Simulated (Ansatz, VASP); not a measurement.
**Two plane-wave programs on Al3Si2F**

```xyz
6
Lattice="4.5021 0.0000 0.0000 -2.2511 3.8990 0.0000 0.0000 0.0000 5.6259" Properties=species:S:1:pos:R:3 pbc="T T T"
Al    2.2511    1.2997    3.1778
Al    2.2511    1.2997    0.4380
Al    0.0000    0.0000    4.8942
Si    0.0000    2.5993    3.8365
Si    0.0000    2.5993    1.4830
F     0.0000    0.0000    3.0483
```

Change from the starting cell: species swapped into the Tb2In3Cu type (P3m1, No. 156).

Alike in both runs: functional PBE; k mesh 3 × 3 × 2; occupations gaussian, width 0.15 eV; no spin polarisation.

Ansatz relaxed the structure, and its values are those at the end. VASP's run is a single point on that final structure, the one shown.

```csv
,VASP,Ansatz
version,VASP 6.6.1,Ansatz 0.2.0
potentials or method,"VASP PAW PBE potentials, release 64 (Al, Si, F), cutoff 600 eV","scalar-relativistic, plane waves, PAW"
valence electrons in the cell,24,24
```

```csv
,VASP,Ansatz,Ansatz less VASP
gap on the k mesh at the Fermi level (eV),none,none,-
pressure (GPa),0.1,0.2,+0.04
rms of the force components (eV/Å),0.021,0.014,-0.0063
```

A gap of «none» marks a metal or a gap that the smearing closes. With one functional, cell and mesh, what is left measures potentials, basis and numerics.

The k mesh is coarse, so the values compare programs but aren't converged.
